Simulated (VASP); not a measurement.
# Mn (I4/mmm) in VASP: relaxation of shape and atoms at fixed volume with PBE

Aim: the relaxation of shape and atoms at fixed volume of Mn with PBE.

Everything below comes from runs of VASP 6.6.1. Logs are shortened: lines on timing, memory, paths and dates and some standing lists are left out, and cuts for length are marked.

**1. The cell of the first run**

The structure is tetragonal, space group I4/mmm (No. 139). The conventional cell has a = 2.574 Å, b = 2.574 Å, c = 3.469 Å, α = 90.00°, β = 90.00°, γ = 90.00°. Within 3.3 Å of Mn (site symmetry 4/mmm) lie 12 Mn at 2.51 to 2.57 Å.

**2. Relaxation of shape and atoms at fixed volume, PBE, collinear spin, antiferromagnetic start (11.49 Å³/atom)**

Input file INCAR:

```
  ALGO = Normal
  EDIFF = 1E-6
  EDIFFG = -0.04
  ENCUT = 600
  GGA = PE
  IBRION = 2
  ISIF = 4
  ISMEAR = 0
  ISPIN = 2
  KPAR = 4
  LASPH = T
  LCHARG = F
  LMAXMIX = 4
  LORBIT = 11
  LREAL = F
  LWAVE = F
  MAGMOM = 1.53 -1.53
  NELM = 150
  NSW = 60
  PREC = Accurate
  SIGMA = 0.05
```

Input file KPOINTS:

```
k-points
0
Gamma
  20 20 10
```

Input file POSCAR:

```
Mn
1.0
    0.0000000000      1.8199729815      1.8199729815
    3.4688444058      1.8199729815      1.8199729815
    3.4688444058      3.6399459629      0.0000000000
Mn
2
Direct
    0.0000000000      0.0000000000      0.0000000000
    0.0000000000      0.0000000000      0.5000000000
```

Potentials or basis: VASP PAW PBE potentials, release 64 (Mn_pv).

Run with:

```bash
> cat potpaw_PBE.64/Mn_pv/POTCAR > POTCAR
> mpirun -np 4 vasp_std > vasp.out
```

OUTCAR:

```text
EDIFF = 1E-6
   EDIFFG = -0.04
   ENCUT = 600
   GGA = PE
   IBRION = 2
   ISIF = 4
   ISMEAR = 0
   ISPIN = 2
   LASPH = T
   LORBIT = 11
   LREAL = F
   NELM = 150
   NSW = 60
   PREC = Accurate

 ion  position               nearest neighbor table
   1  0.000  0.000  0.000-   2 2.51   2 2.51   2 2.51   2 2.51   2 2.51   2 2.51   2 2.51   2 2.51

   2  0.000  0.000  0.500-   1 2.51   1 2.51   1 2.51   1 2.51   1 2.51   1 2.51   1 2.51   1 2.51

  LATTYP: Found a simple tetragonal cell.
 ALAT       =     2.5738304736
 C/A-ratio  =     1.3477361627

  Lattice vectors:

 A1 = (   0.0000000000,  -1.8199729815,  -1.8199729815)
 A2 = (   0.0000000000,   1.8199729814,  -1.8199729815)
 A3 = (   3.4688444058,   0.0000000000,   0.0000000000)

Analysis of symmetry for initial positions (statically):
=====================================================================
 Subroutine PRICEL returns following result:

  LATTYP: Found a body centered tetragonal cell.
 ALAT       =     2.5738304735
 C/A-ratio  =     1.3477361627
[... 12 lines left out ...]
 Subroutine GETGRP returns: Found 16 space group operations
 (whereof 16 operations were pure point group operations)
 out of a pool of 16 trial point group operations.

The static configuration has the point symmetry D_4h.

Analysis of symmetry for dynamics (positions and initial velocities):
=====================================================================
 Subroutine PRICEL returns following result:

  LATTYP: Found a body centered tetragonal cell.
 ALAT       =     2.5738304735
 C/A-ratio  =     1.3477361627
[... 12 lines left out ...]
 Subroutine GETGRP returns: Found 16 space group operations
 (whereof 16 operations were pure point group operations)
 out of a pool of 16 trial point group operations.

The dynamic configuration has the point symmetry D_4h.

Analysis of structural, dynamic, and magnetic symmetry:
=====================================================================
 Subroutine PRICEL returns following result:

  LATTYP: Found a body centered tetragonal cell.
 ALAT       =     2.5738304735
 C/A-ratio  =     1.3477361627
[... 12 lines left out ...]
 Subroutine GETGRP returns: Found 16 space group operations
 (whereof 16 operations were pure point group operations)
 out of a pool of 16 trial point group operations.

The overall configuration has the point symmetry D_4h.

 Subroutine INISYM returns: Found 16 space group operations
 (whereof 16 operations are pure point group operations),
[... 172 lines left out ...]
    total drift:                               -0.000000     -0.000000     -0.000000

  FREE ENERGIE OF THE ION-ELECTRON SYSTEM (eV)
  ---------------------------------------------------
  free  energy   TOTEN  =       -17.9406680215 eV

  energy  without entropy=      -17.9378324513  energy(sigma->0) =      -17.93925024

--------------------------------------- Ionic step        2  -------------------------------------------

 number of electron      26.0000009 magnetization      -0.0000000

 number of electron      26.0000009 magnetization       0.0000000

 Free energy of the ion-electron system (eV)
  ---------------------------------------------------
  ext. energy  EPLUGINS =         0.00000000
  ---------------------------------------------------
  free energy    TOTEN  =       -17.94082680 eV

  energy without entropy =      -17.93801063  energy(sigma->0) =      -17.93941872

 E-fermi :   9.6828     XC(G=0): -13.5855

 val. band max:        9.6789691676   @ k =  -0.3000   0.4000   0.1000
 cond. band min:       9.6863769253   @ k =   0.2500   0.1500   0.0000
 fundamental gap:      0.0074077576
 Fermi energy:         9.6828075020

 spin component 1

 k-point     1 :       0.0000    0.0000    0.0000
  band No.  band energies     occupation
      1     -39.2730      1.00000
      2     -38.9608      1.00000
      3     -38.9608      1.00000
      4     -37.1503      1.00000
      5     -36.9870      1.00000
      6     -36.9870      1.00000
[... 459 lines left out ...]
      6     -36.9823      1.00000
[... 9 lines left out ...]
     16      11.5989      0.00000
     17      11.6688      0.00000

 [... further k-points ...]

 spin component 2

 k-point     1 :       0.0000    0.0000    0.0000
  band No.  band energies     occupation
      1     -39.2730      1.00000
      2     -38.9608      1.00000
      3     -38.9608      1.00000
      4     -37.1503      1.00000
      5     -36.9870      1.00000
      6     -36.9870      1.00000
[... 459 lines left out ...]
      6     -36.9823      1.00000
[... 9 lines left out ...]
     16      11.5989      0.00000
     17      11.6688      0.00000

 [... further k-points ...]

------------------------ aborting loop because EDIFF is reached ----------------------------------------

  FORCE on cell =-STRESS in cart. coord.  units (eV):
  Direction    XX          YY          ZZ          XY          YZ          ZX
  --------------------------------------------------------------------------------------
  -------------------------------------------------------------------------------------
  Total       -0.0853605     -0.0437657     -0.0437657      0.0000000     -0.0000000      0.0000000
  in kB       -5.9514497     -3.0514015     -3.0514015      0.0000000     -0.0000000      0.0000000
  external PRESSURE =      -4.0180843 kB  Pullay stress =       0.0000000 kB

 VOLUME and BASIS-vectors are now :
 -----------------------------------------------------------------------------
  energy-cutoff  :      600.00
  volume of cell :       22.98
      direct lattice vectors                 reciprocal lattice vectors
     0.000000000  1.821753974  1.821753974    -0.288844930  0.274460771  0.274460771
     3.462065263  1.821753974  1.821753974     0.288844930 -0.274460771  0.274460771
     3.462065263  3.643507948 -0.000000000     0.000000000  0.274460771 -0.274460771

 POSITION                                       TOTAL-FORCE (eV/Angst)
 -----------------------------------------------------------------------------------
      3.46207      5.46526      1.82175        -0.000000     -0.000000      0.000000
      5.19310      3.64351      1.82175         0.000000      0.000000     -0.000000
 -----------------------------------------------------------------------------------
    total drift:                                0.000000      0.000000      0.000000

  FREE ENERGIE OF THE ION-ELECTRON SYSTEM (eV)
  ---------------------------------------------------
  free  energy   TOTEN  =       -17.9408268029 eV

  energy  without entropy=      -17.9380106335  energy(sigma->0) =      -17.93941872

 reached required accuracy - stopping structural energy minimisation

 total charge

# of ion       s       p       d       tot
------------------------------------------
    1        0.407   6.370   5.084  11.860
    2        0.407   6.370   5.084  11.860
--------------------------------------------------
tot          0.813  12.739  10.168  23.721

 magnetization (x)

# of ion       s       p       d       tot
------------------------------------------
    1        0.024   0.030   1.841   1.895
    2       -0.024  -0.030  -1.841  -1.895
--------------------------------------------------
tot         -0.000   0.000   0.000  -0.000
```

Wall time 5.6 min (4 MPI ranks of Oxide Virtual Turin-like, shared host); peak memory 0.38 GiB.

What came out:

| Item | Value |
| --- | --- |
| Free energy | -17.9408 eV |
| Energy gained by relaxing | 0.1 meV/atom |
| Ionic steps | 2 |
| Pressure after relaxing | -0.4 GPa |
| Band gap on the k mesh | zero (filled and empty bands overlap) |
| Net moment | 0.00 μB per cell |
| Site moments | Mn +1.90, -1.90 μB |
| Valence electrons inside the program's atomic spheres | Mn 11.86 |

Stress tensor (GPa, compression positive):
```
-0.60  0.00  0.00
 0.00 -0.31  0.00
 0.00  0.00 -0.31
```

Step by step:
```
step  energy change (eV)  largest force (eV/Å)  pressure (GPa)  volume (Å³)
   1              0.0000                0.0000           -0.36        22.98
   2             -0.0002                0.0000           -0.40        22.98
```

Final structure:
```
Mn
1.0
     0.00000    1.82175    1.82175
     3.46207    1.82175    1.82175
     3.46207    3.64351    0.00000
Mn
2
Cartesian
  3.4621 5.4653 1.8218
  5.1931 3.6435 1.8218
```

Levels at points of the mesh, in eV from the Fermi level:
Spin up:
```
           k point  band 10  band 11  band 12  band 13  band 14  band 15  band 16  band 17
(0.00, 0.00, 0.00)    -1.35    -1.35    -0.55    -0.26     0.87     2.18     2.18     4.04
(0.50, 0.00, 0.00)    -1.51    -1.36    -0.26     0.30     0.40     1.11     2.04     2.09
(0.50, 0.50, 0.00)    -3.62     1.07     1.23     2.12     2.16     2.16     2.54     2.80
(0.00, 0.00, 0.50)    -2.45    -1.18    -1.13    -0.94    -0.47     0.93     1.35     2.47
(0.50, 0.00, 0.50)    -2.33    -1.44    -1.44    -0.54     1.07     1.43     2.54     9.23
(0.00, 0.50, 0.50)    -1.65    -0.98    -0.77    -0.77    -0.11     0.71     0.96     0.96
```
Spin down:
```
           k point  band 11  band 12  band 13  band 14  band 15  band 16
(0.00, 0.00, 0.00)    -1.35    -0.55    -0.26     0.87     2.18     2.18
(0.50, 0.00, 0.00)    -1.36    -0.26     0.30     0.40     1.11     2.04
(0.50, 0.50, 0.00)     1.07     1.23     2.12     2.16     2.16     2.54
(0.00, 0.00, 0.50)    -1.18    -1.13    -0.94    -0.47     0.93     1.35
(0.50, 0.00, 0.50)    -1.44    -1.44    -0.54     1.07     1.43     2.54
(0.00, 0.50, 0.50)    -0.98    -0.77    -0.77    -0.11     0.71     0.96
```

Caveat: the antiferromagnetic order is the one typed at the start, and another may lie lower.
